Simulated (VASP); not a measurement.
# NiO (Fm-3m) in VASP: a series of runs, part 2 of 2

VASP 6.6.1.

## Step 4: Relaxation of cell and atoms, PBEsol, collinear spin, ferromagnetic start, target pressure 40 GPa, at which the enthalpy is minimised

This run uses another cell than the first one, of 7.47 Å³/atom, 0.864 times its volume.

File INCAR:

```
SYSTEM = NiO
PREC = Accurate
ENCUT = 600
EDIFF = 1E-6
ISMEAR = 0
SIGMA = 0.1
LREAL = .False.
LASPH = .True.
NELM = 150
ALGO = Normal
ISIF = 3
LWAVE = .False.
LCHARG = .False.
ISPIN = 2
MAGMOM = 0.17 0
LORBIT = 11
LMAXMIX = 4
GGA = PS
IBRION = 2
NSW = 70
EDIFFG = -0.008
PSTRESS = 400.0
```

File KPOINTS:

```
Automatic mesh
0
Gamma
  18 18 18
  0 0 0
```

File POSCAR:

```
NiO
1.0
    0.0000000000      1.9549818507      1.9549818507
    1.9549818507      0.0000000000      1.9549818507
    1.9549818507      1.9549818507      0.0000000000
Ni O
1 1
Direct
    0.0000000000      0.0000000000      0.0000000000
    0.5000000000      0.5000000000      0.5000000000
```

Potentials or basis: VASP PAW PBE potentials, release 64 (Ni, O).

Launch:

```
cat potpaw_PBE.64/Ni/POTCAR potpaw_PBE.64/O/POTCAR > POTCAR
mpirun -np 1 vasp_std > vasp.out
```

OUTCAR:

```text
SYSTEM = NiO
   PREC = Accurate
   ENCUT = 600
   EDIFF = 1E-6
   ISMEAR = 0
   LREAL = .False.
   LASPH = .True.
   NELM = 150
   ISIF = 3
   ISPIN = 2
   LORBIT = 11
   GGA = PS
   IBRION = 2
   NSW = 70
   EDIFFG = -0.008
   PSTRESS = 400.0

 ion  position               nearest neighbor table
   1  0.000  0.000  0.000-   2 1.95   2 1.95   2 1.95   2 1.95   2 1.95   2 1.95
   2  0.500  0.500  0.500-   1 1.95   1 1.95   1 1.95   1 1.95   1 1.95   1 1.95

  LATTYP: Found a face centered cubic cell.
 ALAT       =     3.9099637014

  Lattice vectors:

 A1 = (   0.0000000000,   1.9549818507,   1.9549818507)
 A2 = (   1.9549818507,   0.0000000000,   1.9549818507)
 A3 = (   1.9549818507,   1.9549818507,   0.0000000000)

Analysis of symmetry for initial positions (statically):
=====================================================================
 Subroutine PRICEL returns:
 Original cell was already a primitive cell.

 Routine SETGRP: Setting up the symmetry group for a
 face centered cubic supercell.

 Subroutine GETGRP returns: Found 48 space group operations
 (whereof 48 operations were pure point group operations)
 out of a pool of 48 trial point group operations.

The static configuration has the point symmetry O_h .

Analysis of symmetry for dynamics (positions and initial velocities):
=====================================================================
 Subroutine PRICEL returns:
 Original cell was already a primitive cell.

 Routine SETGRP: Setting up the symmetry group for a
 face centered cubic supercell.

 Subroutine GETGRP returns: Found 48 space group operations
 (whereof 48 operations were pure point group operations)
 out of a pool of 48 trial point group operations.

The dynamic configuration has the point symmetry O_h .

Analysis of structural, dynamic, and magnetic symmetry:
=====================================================================
 Subroutine PRICEL returns:
 Original cell was already a primitive cell.

 Routine SETGRP: Setting up the symmetry group for a
 face centered cubic supercell.
[... 152 lines left out ...]
  ---------------------------------------------------
  free energy    TOTEN  =       -12.11716695 eV

  energy without entropy =      -12.10968816  energy(sigma->0) =      -12.11342755

------------------------ aborting loop because EDIFF is reached ----------------------------------------

  FORCE on cell =-STRESS in cart. coord.  units (eV):
  Direction    XX          YY          ZZ          XY          YZ          ZX
  --------------------------------------------------------------------------------------
  -------------------------------------------------------------------------------------
  Total        4.1896793      4.1896793      4.1896793     -0.0000000     -0.0000000      0.0000000
  in kB      449.1932102    449.1932102    449.1932102     -0.0000000     -0.0000000      0.0000000
  external PRESSURE =      49.1932102 kB  Pullay stress =     400.0000000 kB
[... 63 lines left out ...]
--------------------------------------- Ionic step        3  -------------------------------------------

 number of electron      15.9999994 magnetization       0.1451934

 Free energy of the ion-electron system (eV)
  ---------------------------------------------------
  ext. energy  EPLUGINS =         0.00000000
  ---------------------------------------------------
  free energy    TOTEN  =       -12.16419539 eV

  energy without entropy =      -12.15681599  energy(sigma->0) =      -12.16050569

 E-fermi :  10.7889     XC(G=0): -14.0726

 val. band max:       10.7864209980   @ k =  -0.2778   0.4444   0.1667
 cond. band min:      10.8001594481   @ k =   0.3889   0.1667   0.0000
 fundamental gap:      0.0137384502
 Fermi energy:        10.7888604999

 spin component 1

 k-point     1 :       0.0000    0.0000    0.0000
  band No.  band energies     occupation
      1     -11.6303      1.00000
      2       6.7876      1.00000
      3       6.7876      1.00000
      4       6.7876      1.00000
      5       8.1676      1.00000
      6       8.1676      1.00000
      7       8.1676      1.00000
      8       8.5242      1.00000
      9       8.5242      1.00000
     10      13.4507      0.00000
     11      28.8411      0.00000
     12      31.1411      0.00000
[... 333 lines left out ...]
      1     -10.7710      1.00000
      2       3.2637      1.00000
      3       4.7253      1.00000
      4       4.9603      1.00000
      5       8.6368      1.00000
      6       8.7700      1.00000
      7       9.1081      1.00000
      8      10.3660      1.00000
      9      11.1006      0.00001
     10      16.1351      0.00000
     11      24.0723      0.00000
     12      28.0570      0.00000

 [... further k-points ...]

 spin component 2

 k-point     1 :       0.0000    0.0000    0.0000
  band No.  band energies     occupation
      1     -11.6001      1.00000
      2       6.8233      1.00000
      3       6.8233      1.00000
      4       6.8233      1.00000
      5       8.2447      1.00000
      6       8.2447      1.00000
      7       8.2447      1.00000
      8       8.7204      1.00000
      9       8.7204      1.00000
     10      13.4812      0.00000
     11      28.8426      0.00000
     12      31.1680      0.00000
[... 378 lines left out ...]
  energy  without entropy=      -12.1568159942  energy(sigma->0) =      -12.16050569

  enthalpy is  TOTEN    =        -8.3889964147 eV   P V=        3.7751989729

 reached required accuracy - stopping structural energy minimisation

 total charge

# of ion       s       p       d       tot
------------------------------------------
    1        0.406   0.571   8.504   9.480
    2        1.566   3.455   0.000   5.021
--------------------------------------------------
tot          1.972   4.025   8.504  14.501

 magnetization (x)

# of ion       s       p       d       tot
------------------------------------------
    1        0.002   0.002   0.120   0.124
    2        0.004   0.013   0.000   0.017
--------------------------------------------------
tot          0.006   0.015   0.120   0.141
```

OSZICAR:

```text
N       E                     dE             d eps       ncg     rms          rms(c)
DAV:   1     0.938964381346E+02    0.93896E+02   -0.87107E+03  9676   0.194E+03
[... 29 lines left out ...]
DAV:   2    -0.121753137764E+02    0.50504E-01   -0.20503E-01 10512   0.112E+01    0.101E+00
DAV:   3    -0.121679869034E+02    0.73269E-02   -0.40112E-02 11588   0.543E+00    0.562E-01
DAV:   4    -0.121647824664E+02    0.32044E-02   -0.67513E-03 13076   0.208E+00    0.228E-01
DAV:   5    -0.121642147986E+02    0.56767E-03   -0.10755E-03 13468   0.525E-01    0.540E-02
DAV:   6    -0.121641941817E+02    0.20617E-04   -0.64684E-05 11908   0.119E-01    0.223E-02
DAV:   7    -0.121641955446E+02   -0.13629E-05   -0.14154E-05 10452   0.436E-02    0.142E-02
DAV:   8    -0.121641953876E+02    0.15698E-06   -0.20349E-06  7456   0.264E-02
   3 F= -.83889964E+01 E0= -.83853067E+01  d E =-.267780E-02  mag=     0.1447
```

CONTCAR:

```text
NiO
   1.00000000000000
    -0.0000000000000000    1.9626980027211089    1.9626980027211089
     1.9626980027211089    0.0000000000000000    1.9626980027211089
     1.9626980027211089    1.9626980027211089    0.0000000000000000
  Ni              O
     1     1
Direct
     0.0000000000000000    0.0000000000000000    0.0000000000000000
     0.5000000000000000    0.5000000000000000    0.5000000000000000

  0.00000000E+00  0.00000000E+00  0.00000000E+00
  0.00000000E+00  0.00000000E+00  0.00000000E+00
```

Wall time 68 s (1 thread of Intel Xeon 6975P-C (Granite Rapids), shared host); peak memory 0.22 GiB.

What came out:

```yaml
Free_energy: -12.1642 eV
Relaxed_volume: 7.56 Å³/atom
Relaxed_cell: a = 2.776 Å, b = 2.776 Å, c = 2.776 Å, α = 60.00°, β = 60.00°, γ = 60.00°
Space_group_after_relaxing_to_0.05_Å: Fm-3m (No. 225)
Energy_change_on_relaxing_the_enthalpy_is_what_falls: -23.5 meV/atom
Ionic_steps: 3
Pressure_after_relaxing: 40.0 GPa
Net_moment: 0.15 μB per cell
Site_moments: Ni +0.12; O +0.02 μB
Valence_electrons_inside_the_program's_atomic_spheres: Ni 9.48; O 5.02
```

The path:
```csv
step,energy change (eV),largest force (eV/Å),pressure (GPa),volume (Å³)
1,0.0000,0.0000,44.92,14.94
2,-0.1193,0.0000,31.67,15.45
3,-0.0470,0.0000,40.03,15.12
```

Final structure:
```
Ni O
1.0
     0.00000    1.96270    1.96270
     1.96270    0.00000    1.96270
     1.96270    1.96270    0.00000
Ni O
1 1
Direct
  0.00000 0.00000 0.00000
  0.50000 0.50000 0.50000
```

Levels at points of the mesh, in eV from the Fermi level:
Spin up:
| k point | band 4 | band 5 | band 6 | band 7 | band 8 | band 9 | band 10 | band 11 | band 12 |
| --- | --- | --- | --- | --- | --- | --- | --- | --- | --- |
| (0.00, 0.00, 0.00) | -4.00 | -2.62 | -2.62 | -2.62 | -2.26 | -2.26 | 2.66 | 18.05 | 20.35 |
| (0.50, 0.00, 0.00) | -7.02 | -1.44 | -1.44 | -0.92 | 1.53 | 1.53 | 5.79 | 11.80 | 15.14 |
| (0.50, 0.50, 0.00) | -5.59 | -4.04 | -1.71 | -1.06 | -1.06 | -0.72 | 7.46 | 11.64 | 13.08 |
Spin down:
```csv
k point,band 5,band 6,band 7,band 8,band 9,band 10,band 11,band 12
"(0.00, 0.00, 0.00)",-2.54,-2.54,-2.54,-2.07,-2.07,2.69,18.05,20.38
"(0.50, 0.00, 0.00)",-1.34,-1.34,-0.84,1.69,1.69,5.81,11.84,15.17
"(0.50, 0.50, 0.00)",-3.97,-1.51,-0.97,-0.97,-0.51,7.50,11.67,13.11
```

Caveat: the cell is relaxed towards a set pressure, so the enthalpy falls and the energy may rise; the PAW data sets were made with another functional, which shifts forces and pressure a little; semilocal functionals often make such compounds metallic where correlation or magnetic order opens a gap, which also shifts bond lengths. With open d or f shells a metallic result of PBEsol can be an artefact of self-interaction; +U or a hybrid may open a gap.

## Step 5: Summary

| task | potentials or basis | cell | k mesh | cutoff (eV) | second run | gap on the mesh (eV) | pressure (GPa) | moment (μB) |
| --- | --- | --- | --- | --- | --- | --- | --- | --- |
| single point | VASP PAW PBE potentials, release 64 (Ni_sv_GW, O) | a = 2.903 Å, angles 60.0°, 2 atoms | 8 × 8 × 8 | 600 | valence_matched | none | -2.3 | 0.98 |
| single point | VASP PAW PBE potentials, release 64 (Ni, O) | a = 2.921 Å, angles 60.0°, 2 atoms | 18 × 18 × 18 | 520 | - | none | -2.3 | 1.24 |
| relaxation of cell and atoms | VASP PAW PBE potentials, release 64 (Ni, O) | relaxed to 40 GPa from a = 2.765 Å, angles 60.0°, 2 atoms | 18 × 18 × 18 | 600 | - | none | 40.0 | 0.15 |

Alike in all rows: level PBEsol; spin collinear, ferromagnetic start; smearing gaussian 0.1 eV.

Caveats: the PAW data sets were made with another functional, which shifts forces and pressure a little; semilocal functionals often make such compounds metallic where correlation or magnetic order opens a gap, which also shifts bond lengths; a cell with one magnetic atom can't hold antiferromagnetic order, which such compounds often take (some runs); the cell is relaxed towards a set pressure, so the enthalpy falls and the energy may rise (some runs).

Total energies depend on the potentials used, so only differences within one code and one set of settings carry meaning.
